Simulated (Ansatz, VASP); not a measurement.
# In in VASP and in Ansatz

```
In
1.0
     2.35783    0.00000    0.00000
     0.00000    2.35783    0.00000
     0.00000    0.00000    2.35783
In
1
Direct
  0.00000 0.00000 0.00000
```

Change from the starting cell: volume scaled by 0.5, LAPW.

Alike in both runs: task single point; functional LDA; k mesh 14 × 14 × 14; occupations fermi-dirac, width 0.05 eV; no spin polarisation.

```csv
,VASP,Ansatz
version,VASP 6.6.1,Ansatz 0.2.0
potentials or method,"VASP PAW LDA potentials, release 64 (In_d), cutoff 520 eV","all-electron LAPW, scalar-relativistic"
```

```tsv
	VASP	Ansatz	Ansatz less VASP
pressure (GPa)	192.2	189.9	-2.32
```

LDA's correlation is that of Perdew and Zunger in VASP and of Perdew and Wang (1992) in Ansatz. Both programs put the cell under a high pressure, so it lies far from rest at this level. Ansatz ran all-electron here, and VASP with PAW potentials.

Noted on VASP's run: the cell as given lies far from equilibrium.
